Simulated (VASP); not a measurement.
# Co4Si8H (a cell with a defect) in VASP: notebook

Runs on Co4Si8H (a cell with a defect). Level: PBE. Tasks: single point.

All numbers are computed with VASP 6.6.1; they aren't measurements. Logs are shortened: lines on timing, memory, paths and dates and some standing lists are left out, and cuts for length are marked.

## Step 1: The cell of the first run

The cell holds a defect, 13 atoms: a = 5.360 Å, b = 5.360 Å, c = 5.360 Å, α = 90.00°, β = 90.00°, γ = 90.00°.

## Step 2: Single point, PBE

INCAR

```
PREC = Accurate
ENCUT = 520
EDIFF = 1E-7
ISMEAR = 1
SIGMA = 0.1
LREAL = F
LASPH = T
NELM = 100
ALGO = Normal
ISIF = 2
LWAVE = F
LCHARG = F
GGA = PE
NBANDS = 46
```

KPOINTS

```
Automatic mesh
0
Gamma
  3 3 3
```

POSCAR

```
Co4Si8H
1.0
    5.3602887400      0.0000000000      0.0000000000
    0.0000000000      5.3602887400      0.0000000000
    0.0000000000      0.0000000000      5.3602887400
Co Si H
4 8 1
Direct
   -0.0039405757     -0.0005139390     -0.0000209427
   -0.0326486820      0.4995065822      0.5000517922
    0.4864487785     -0.0004900098      0.4999974827
    0.4864324832      0.4995009452      0.0000359633
    0.2356354581      0.2512714989      0.7481753209
    0.2355816909      0.7476333716      0.2518271603
    0.7357062577      0.2385550035      0.2391043641
    0.7356882479      0.7604409530      0.7609874616
    0.2353199258      0.2513795745      0.2518760565
    0.2353906054      0.7476928010      0.7481719264
    0.7354042254      0.2385404899      0.7610412729
    0.7353963386      0.7604992669      0.2390803335
    0.6930711286      0.4995862036      0.5003685453
```

Potentials or basis: VASP PAW PBE potentials, release 64 (Co, Si, H).

Launch:

```bash
cat potpaw_PBE.64/Co/POTCAR potpaw_PBE.64/Si/POTCAR potpaw_PBE.64/H/POTCAR > POTCAR
mpirun -np 1 vasp_std > vasp.out
```

OUTCAR:

```text
PREC = Accurate
   ENCUT = 520
   EDIFF = 1E-7
   ISMEAR = 1
   LREAL = F
   LASPH = T
   NELM = 100
   ISIF = 2
   GGA = PE

 ion  position               nearest neighbor table
   1  0.996  0.999  1.000-   8 2.29   7 2.29  11 2.29  12 2.29  10 2.30   9 2.30   5 2.30   6 2.30

   2  0.967  0.500  0.500-  13 1.47   8 2.34   7 2.34  11 2.34  12 2.34   9 2.37  10 2.37   6 2.37
                             5 2.37
   3  0.486  1.000  0.500-  12 2.32  11 2.32   7 2.32   8 2.32   5 2.32   6 2.32  10 2.32   9 2.32

   4  0.486  0.500  0.000-  11 2.32  12 2.32   8 2.32   7 2.32   6 2.32   5 2.32   9 2.32  10 2.32

   5  0.236  0.251  0.748-   1 2.30   3 2.32   4 2.32   2 2.37   9 2.66  10 2.66  11 2.68  11 2.68
                            10 2.70   9 2.70
   6  0.236  0.748  0.252-   1 2.30   4 2.32   3 2.32   2 2.37   9 2.66  10 2.66  12 2.68  12 2.68
                            10 2.70   9 2.70
   7  0.736  0.239  0.239-  13 1.99   1 2.29   3 2.32   4 2.32   2 2.34  12 2.56  11 2.56   9 2.68
                             9 2.68  11 2.80  12 2.80
   8  0.736  0.760  0.761-  13 1.99   1 2.29   4 2.32   3 2.32   2 2.34  12 2.56  11 2.56  10 2.68
                            10 2.68  11 2.80  12 2.80
   9  0.235  0.251  0.252-   1 2.30   4 2.32   3 2.32   2 2.37   6 2.66   5 2.66   7 2.68   7 2.68
                             5 2.70   6 2.70
  10  0.235  0.748  0.748-   1 2.30   3 2.32   4 2.32   2 2.37   6 2.66   5 2.66   8 2.68   8 2.68
                             5 2.70   6 2.70
  11  0.735  0.239  0.761-  13 1.99   1 2.29   4 2.32   3 2.32   2 2.34   7 2.56   8 2.56   5 2.68
                             5 2.68   8 2.80   7 2.80
  12  0.735  0.760  0.239-  13 1.99   1 2.29   3 2.32   4 2.32   2 2.34   7 2.56   8 2.56   6 2.68
                             6 2.68   8 2.80   7 2.80
  13  0.693  0.500  0.500-   2 1.47   8 1.99  11 1.99  12 1.99   7 1.99

  LATTYP: Found a simple cubic cell.
 ALAT       =     5.3602887400

  Lattice vectors:

 A1 = (   5.3602887400,   0.0000000000,   0.0000000000)
 A2 = (   0.0000000000,   5.3602887400,   0.0000000000)
 A3 = (   0.0000000000,   0.0000000000,   5.3602887400)

Analysis of symmetry for initial positions (statically):
=====================================================================
 Subroutine PRICEL returns:
 Original cell was already a primitive cell.

 Routine SETGRP: Setting up the symmetry group for a
 simple cubic supercell.

 Subroutine GETGRP returns: Found  1 space group operations
 (whereof  1 operations were pure point group operations)
 out of a pool of 48 trial point group operations.

The static configuration has the point symmetry C_1 .

Analysis of symmetry for dynamics (positions and initial velocities):
=====================================================================
 Subroutine PRICEL returns:
 Original cell was already a primitive cell.

 Routine SETGRP: Setting up the symmetry group for a
 simple cubic supercell.

 Subroutine GETGRP returns: Found  1 space group operations
 (whereof  1 operations were pure point group operations)
 out of a pool of 48 trial point group operations.

The dynamic configuration has the point symmetry C_1 .

 Subroutine INISYM returns: Found  1 space group operations
 (whereof  1 operations are pure point group operations),
 and found     1 'primitive' translations

----------------------------------------------------------------------------------------

                                     Primitive cell

  volume of cell :     154.0155

  direct lattice vectors                    reciprocal lattice vectors
     5.360288740  0.000000000  0.000000000     0.186557114  0.000000000  0.000000000
     0.000000000  5.360288740  0.000000000     0.000000000  0.186557114  0.000000000
     0.000000000  0.000000000  5.360288740     0.000000000  0.000000000  0.186557114

  length of vectors
     5.360288740  5.360288740  5.360288740     0.186557114  0.186557114  0.186557114

  position of ions in fractional coordinates (direct lattice)
     0.996059424  0.999486061  0.999979057
     0.967351318  0.499506582  0.500051792
     0.486448778  0.999509990  0.499997483
     0.486432483  0.499500945  0.000035963
     0.235635458  0.251271499  0.748175321
     0.235581691  0.747633372  0.251827160
     0.735706258  0.238555003  0.239104364
     0.735688248  0.760440953  0.760987462
     0.235319926  0.251379574  0.251876057
     0.235390605  0.747692801  0.748171926
     0.735404225  0.238540490  0.761041273
     0.735396339  0.760499267  0.239080333
     0.693071129  0.499586204  0.500368545

  ion indices of the primitive-cell ions
   primitive index   ion index
                 1           1
                 2           2
                 3           3
                 4           4
                 5           5
                 6           6
                 7           7
                 8           8
                 9           9
                10          10
                11          11
                12          12
                13          13

----------------------------------------------------------------------------------------

 KPOINTS: Automatic mesh

Automatic generation of k-mesh.
 Grid dimensions read from file:
 generate k-points for:    3    3    3

 Generating k-lattice:

  Cartesian coordinates                     Fractional coordinates (reciprocal lattice)
     0.062185705  0.000000000  0.000000000     0.333333333  0.000000000  0.000000000
     0.000000000  0.062185705  0.000000000     0.000000000  0.333333333  0.000000000
     0.000000000  0.000000000  0.062185705     0.000000000  0.000000000  0.333333333

  Length of vectors
     0.062185705  0.062185705  0.062185705

  Shift w.r.t. Gamma in fractional coordinates (k-lattice)
     0.000000000  0.000000000  0.000000000

 Subroutine IBZKPT returns following result:
 ===========================================

 Found     14 irreducible k-points:

 Following reciprocal coordinates:
            Coordinates               Weight
  0.000000  0.000000  0.000000      1.000000
  0.333333  0.000000  0.000000      2.000000
  0.000000  0.333333  0.000000      2.000000
  0.000000  0.000000  0.333333      2.000000
  0.333333  0.333333  0.000000      2.000000
  0.000000  0.333333  0.333333      2.000000
  0.333333  0.000000  0.333333      2.000000
 -0.333333  0.333333  0.000000      2.000000
 -0.333333  0.000000  0.333333      2.000000
  0.000000 -0.333333  0.333333      2.000000
  0.333333  0.333333  0.333333      2.000000
 -0.333333  0.333333  0.333333      2.000000
 -0.333333 -0.333333  0.333333      2.000000
  0.333333 -0.333333  0.333333      2.000000
   k-points           NKPTS =     14   k-points in BZ     NKDIM =     14   number of bands    NBANDS=     46
   number of dos      NEDOS =    301   number of ions     NIONS =     13
   total plane-waves  NPLWV =  64000
   dimension x,y,z NGX =    40 NGY =   40 NGZ =   40
   dimension x,y,z NGXF=    80 NGYF=   80 NGZF=   80
   ions per type =               4   8   1
   NGX,Y,Z   is equivalent  to a cutoff of  12.41, 12.41, 12.41 a.u.
   NGXF,Y,Z  is equivalent  to a cutoff of  24.81, 24.81, 24.81 a.u.
 SYSTEM =  unknown system
   PREC   = accura    normal or accurate (medium, high low for compatibility)
   ISTART =      0    job   : 0-new  1-cont  2-samecut
   ICHARG =      2    charge: 1-file 2-atom 10-const
   ISPIN  =      1    spin polarized calculation?
   LNONCOLLINEAR =      F non collinear calculations
   LSORBIT =      F    spin-orbit coupling
   LASPH  =      T    aspherical Exc in radial PAW
   ENCUT  =  520.0 eV  38.22 Ry    6.18 a.u.   9.97  9.97  9.97*2*pi/ulx,y,z
   NELM   =    100;   NELMIN=  2; NELMDL= -5     # of ELM steps
   EDIFF  = 0.1E-06   stopping-criterion for ELM
   LREAL  =      F    real-space projection
   EDIFFG = 0.1E-05   stopping-criterion for IOM
   NSW    =      0    number of steps for IOM
   IBRION =     -1    ionic relax: 0-MD 1-quasi-New 2-CG
   NFREE  =      0    steps in history (QN), initial steepest desc. (CG)
   ISIF   =      2    stress and relaxation
   ISYM   =      2    0-nonsym 1-usesym 2-fastsym
   POTIM  = 0.5000    time-step for ionic-motion
   TEBEG  =    0.0;   TEEND  =   0.0 temperature during run
   PSTRESS=    0.0 pullay stress
   NELECT =      69.0000    total number of electrons
   NUPDOWN=      -1.0000    fix difference up-down
   EMIN   =  10.00;   EMAX   =-10.00  energy-range for DOS
   EFERMI =   0.00;   METHOD = LEGACY
   ISMEAR =     1;   SIGMA  =   0.10  broadening in eV -4-tet -1-fermi 0-gaus
   EFERMI_NEDOS =   21; number of points for ismear=-14 and -15
   IALGO  =     38    algorithm
   IMIX   =      4    mixing-type and parameters
     AMIX     =   0.40;   BMIX     =  1.00
     AMIX_MAG =   1.60;   BMIX_MAG =  1.00
  volume/ion in A,a.u.               =      11.85        79.95
  Fermi-wavevector in a.u.,A,eV,Ry     =   1.252669  2.367201 21.349986  1.569180
  Thomas-Fermi vector in A             =   2.386558
   LORBIT       =      0    0 simple, 1 ext, 2 COOP (PROOUT), +10 PAW based schemes
   GGA     = PE    functional components
   LHFCALC =     F    Hartree Fock is set to
   AEXX    =    0.0000 exact exchange contribution
   IVDW    =     0    specifies the selected vdW correction
   LEPSILON=     F    determine dielectric tensor
   LRPA    =     F    only Hartree local field effects (RPA)
 non-spin polarized calculation
 Methfessel and Paxton  Order N= 1 SIGMA  =   0.10
  energy-cutoff  :      520.00
  volume of cell :      154.02
 maximum number of plane-waves:      4160
   NGX = 19   NGY = 19   NGZ = 19

 number of electron      68.9999983 magnetization

 Free energy of the ion-electron system (eV)
  ---------------------------------------------------
  ext. energy  EPLUGINS =         0.00000000
  ---------------------------------------------------
  free energy    TOTEN  =       -79.73331766 eV

  energy without entropy =      -79.72812859  energy(sigma->0) =      -79.73158797

 E-fermi :  10.4736     XC(G=0): -11.8082

 val. band max:       10.4305852255   @ k =  -0.3333  -0.3333   0.3333
 cond. band min:      10.4770614702   @ k =   0.0000   0.3333   0.0000
 fundamental gap:      0.0464762448
 Fermi energy:        10.4736343697

 k-point     1 :       0.0000    0.0000    0.0000
  band No.  band energies     occupation
      1      -3.2469      2.00000
      2       0.5447      2.00000
      3       1.0639      2.00000
      4       1.0641      2.00000
      5       1.7062      2.00000
      6       2.9716      2.00000
[... 38 lines left out ...]
     45      13.6197      0.00000
     46      13.6255      0.00000

 k-point     2 :       0.3333    0.0000    0.0000
  band No.  band energies     occupation
      1      -2.7307      2.00000
      2      -1.0202      2.00000
      3       1.4836      2.00000
      4       1.4839      2.00000
      5       1.8489      2.00000
      6       2.6650      2.00000
[... 38 lines left out ...]
     45      14.8220      0.00000
     46      15.3467      0.00000

 k-point     3 :       0.0000    0.3333    0.0000
  band No.  band energies     occupation
      1      -2.7012      2.00000
      2      -1.0550      2.00000
      3       1.0262      2.00000
      4       1.4952      2.00000
      5       2.2228      2.00000
      6       2.6884      2.00000
[... 528 lines left out ...]
     45      14.4346      0.00000
     46      14.5347      0.00000

 k-point    14 :       0.3333   -0.3333    0.3333
  band No.  band energies     occupation
      1      -1.6950      2.00000
      2      -0.3862      2.00000
      3       0.0616      2.00000
      4       0.1993      2.00000
      5       1.3375      2.00000
      6       1.5755      2.00000
[... 38 lines left out ...]
     45      14.4347      0.00000
     46      14.5351      0.00000

------------------------ aborting loop because EDIFF is reached ----------------------------------------

  FORCE on cell =-STRESS in cart. coord.  units (eV):
  Direction    XX          YY          ZZ          XY          YZ          ZX
  --------------------------------------------------------------------------------------
  -------------------------------------------------------------------------------------
  Total        0.9693420      3.6295288      3.6298028     -0.0067032      0.0427246     -0.0198390
  in kB       10.0837725     37.7568954     37.7597456     -0.0697319      0.4444514     -0.2063787
  external PRESSURE =      28.5334712 kB  Pullay stress =       0.0000000 kB

 VOLUME and BASIS-vectors are now :
 -----------------------------------------------------------------------------
  energy-cutoff  :      520.00
  volume of cell :      154.02
      direct lattice vectors                 reciprocal lattice vectors
     5.360288740  0.000000000  0.000000000     0.186557114  0.000000000  0.000000000
     0.000000000  5.360288740  0.000000000     0.000000000  0.186557114  0.000000000
     0.000000000  0.000000000  5.360288740     0.000000000  0.000000000  0.186557114

 POSITION                                       TOTAL-FORCE (eV/Angst)
 -----------------------------------------------------------------------------------
      5.33917      5.35753      5.36018         0.007333      0.000699      0.002961
      5.18528      2.67750      2.68042         0.071080     -0.000302     -0.000832
      2.60751      5.35766      2.68013         0.000009      0.000096      0.000199
      2.60742      2.67747      0.00019         0.000748     -0.000521      0.001482
      1.26307      1.34689      4.01044        -0.000419      0.002926     -0.001018
      1.26279      4.00753      1.34987         0.001089     -0.000906      0.002044
      3.94360      1.27872      1.28167        -0.013809     -0.002975     -0.004044
      3.94350      4.07618      4.07911        -0.014782      0.003542      0.003095
      1.26138      1.34747      1.35013         0.007981      0.001357      0.001456
      1.26176      4.00785      4.01042         0.006119     -0.002356     -0.001345
      3.94198      1.27865      4.07940        -0.007412     -0.003561      0.002371
      3.94194      4.07650      1.28154        -0.006111      0.002548     -0.004188
      3.71506      2.67793      2.68212        -0.051825     -0.000548     -0.002180
 -----------------------------------------------------------------------------------
    total drift:                                0.000259      0.000051     -0.000004

  FREE ENERGIE OF THE ION-ELECTRON SYSTEM (eV)
  ---------------------------------------------------
  free  energy   TOTEN  =       -79.7333176607 eV

  energy  without entropy=      -79.7281285865  energy(sigma->0) =      -79.73158797
```

Run time: 1.9 min. Hardware: 1 thread of AMD EPYC 9R45 (Zen 5), shared host; peak memory 0.24 GiB.

What came out:

- Free energy: -79.7333 eV
- Pressure: 2.9 GPa
- Largest force: 0.071 eV/Å
- Band gap on the k mesh: zero (an odd number of electrons rules out a gap without spin polarisation)

Forces in eV/Å, atoms in the order of the input:
```
Co   0.007  0.001  0.003
Co   0.071  0.000 -0.001
Co   0.000  0.000  0.000
Co   0.001 -0.001  0.001
Si   0.000  0.003 -0.001
Si   0.001 -0.001  0.002
Si  -0.014 -0.003 -0.004
Si  -0.015  0.004  0.003
Si   0.008  0.001  0.001
Si   0.006 -0.002 -0.001
Si  -0.007 -0.004  0.002
Si  -0.006  0.003 -0.004
H   -0.052 -0.001 -0.002
```

Stress tensor (GPa, compression positive):
```
 1.01 -0.01 -0.02
-0.01  3.78  0.04
-0.02  0.04  3.78
```

Caveat: the k points lie up to 0.39 Å⁻¹ apart, too coarse for converged energies and pressures of a metal; the run has no spin polarisation, though such a crystal can be magnetic. Spin polarisation is off, so any magnetic state and its effect on volume and gap are missing.

## Step 3: Single point, PBE

INCAR

```
  ALGO = Normal
  EDIFF = 1E-6
  ENCUT = 520
  GGA = PE
  ISIF = 2
  ISMEAR = 1
  LASPH = T
  LCHARG = F
  LREAL = F
  LWAVE = F
  NBANDS = 46
  NELM = 80
  PREC = Accurate
  SIGMA = 0.1
```

KPOINTS

```
k-points
0
Gamma
  3 3 3
```

POSCAR

```
Co4Si8H
1.0
    5.3602887400      0.0000000000      0.0000000000
    0.0000000000      5.3602887400      0.0000000000
    0.0000000000      0.0000000000      5.3602887400
Co Si H
4 8 1
Direct
    0.0338891514     -0.0001642727      0.0000207950
    0.0055350727      0.4998362715      0.5000413855
    0.5149504854     -0.0001876982      0.5000300191
    0.5148669060      0.4998212666      0.0000275966
    0.2659907084      0.2606669050      0.7391082975
    0.2659563725      0.7389367939      0.2608993247
    0.7658643010      0.2479840068      0.2482356705
    0.7658891850      0.7515149209      0.7518363285
    0.2659038360      0.2607539629      0.2609418072
    0.2659413106      0.7390015755      0.7391261365
    0.7658075977      0.2481506131      0.7518281034
    0.7657987393      0.7516686381      0.2482401651
    0.3081016381     -0.0001154130     -0.0001033839
```

Potentials or basis: VASP PAW PBE potentials, release 64 (Co, Si, H).

Launch:

```bash
cat potpaw_PBE.64/Co/POTCAR potpaw_PBE.64/Si/POTCAR potpaw_PBE.64/H/POTCAR > POTCAR
mpirun -np 1 vasp_std > vasp.out
```

Wall time 89 s (1 thread of AMD EPYC 9R45 (Zen 5), shared host); peak memory 0.24 GiB.

The run converged. Its results:

```yaml
Free_energy: -79.7333 eV
Pressure: 2.8 GPa
Largest_force: 0.076 eV/Å
Band_gap_on_the_k_mesh: zero (an odd number of electrons rules out a gap without spin polarisation)
```

Forces on the atoms (eV/Å):
```
Co  -0.076  0.000  0.001
Co  -0.014  0.000 -0.001
Co   0.003  0.001 -0.001
Co   0.006  0.001  0.002
Si   0.002  0.010 -0.008
Si   0.003 -0.009  0.008
Si   0.002 -0.001 -0.002
Si   0.001  0.006  0.002
Si   0.004  0.008  0.007
Si   0.003 -0.010 -0.008
Si   0.004 -0.006  0.002
Si   0.004  0.001 -0.002
H    0.058  0.000  0.001
```

Stress tensor (GPa, compression positive):
```
 1.01  0.00 -0.04
 0.00  3.76  0.01
-0.04  0.01  3.77
```

Levels at points of the mesh, in eV from the Fermi level:
```
           k point  band 33  band 34  band 35  band 36  band 37  band 38
(0.00, 0.00, 0.00)    -1.52     0.41     1.21     1.21     1.28     1.30
```

Caveat: the k points lie up to 0.39 Å⁻¹ apart, too coarse for converged energies and pressures of a metal; the run has no spin polarisation, though such a crystal can be magnetic.

(Continued in part 2 of 2.)
